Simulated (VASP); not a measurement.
# MoS2: vibrations by perturbation theory with PBEsol

The system is MoS2.

```
CELL_PARAMETERS angstrom
3.56395 0.00000 0.00000
-1.78197 3.08647 0.00000
0.00000 0.00000 5.74939
ATOMIC_POSITIONS crystal
Mo 0.00000 0.00000 0.00000
S 0.33333 0.66667 0.25200
S 0.66667 0.33333 0.74800
```

* Program: VASP 6.6.1
* Task: vibrations by perturbation theory
* Functional: PBEsol
* Potentials or basis: VASP PAW PBE potentials, release 64 (Mo_sv, S)
* Cutoff: 520 eV
* k mesh: 9 × 9 × 5
* Occupations: fermi-dirac, width 0.05 eV
* Spin: no spin polarisation
* Dipole correction: no
* Further INCAR settings: ALGO = Normal; EDIFF = 1e-08; IBRION = 8; NSW = 1

* Highest phonon frequency at Γ, LO-TO splitting left out: 297 cm⁻¹
* Most unstable mode: 73i cm⁻¹

Phonon frequencies in cm⁻¹ (negative: imaginary):
```
              q point                    frequencies
(0.000, 0.000, 0.000)  -73 -73 0 0 0 204 204 296 297
```

It took 10 min on 1 thread of Intel(R) Xeon(R) Platinum 8488C (Sapphire Rapids) (shared host), peak memory 0.65 GiB.

Caveat: the cell stands under pressure or tension, which shifts response properties; some modes are imaginary.
